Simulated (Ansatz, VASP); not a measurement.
One calculation of Be6S, two programs

```xyz
7
Lattice="3.8905 0.0000 0.0000 -1.9453 3.3693 0.0000 0.0000 0.0000 5.4939" Properties=species:S:1:pos:R:3 pbc="T T T"
Be    1.2946    2.2422    1.8511
Be    1.3014    0.0000    1.8511
Be   -0.6507    1.1270    1.8511
Be    2.5891    0.0000    3.6428
Be   -1.2946    2.2422    3.6428
Be    0.6507    1.1270    3.6428
S     0.0000    0.0000    0.0000
```

Alike in both runs: functional PBE; k mesh 5 × 5 × 4; occupations gaussian, width 0.2 eV; no spin polarisation.

Ansatz relaxed the structure, and its values are those at the end. VASP's run is a single point on that final structure, the one shown.

|  | VASP | Ansatz |
| --- | --- | --- |
| version | VASP 6.6.1 | Ansatz 0.2.0 |
| potentials or method | VASP PAW PBE potentials, release 64 (Be, S), cutoff 520 eV | scalar-relativistic, plane waves, PAW |
| valence electrons in the cell | 18 | 18 |

```tsv
	VASP	Ansatz	Ansatz less VASP
gap on the k mesh at the Fermi level (eV)	none	none	-
pressure (GPa)	0.5	0.4	-0.08
rms of the force components (eV/Å)	0.019	0.015	-0.0034
```

A gap of «none» marks a metal or a gap that the smearing closes. The functional is the same, so the differences come from potentials, cutoffs and numerics.

The k mesh is coarse, so the values compare programs but aren't converged.
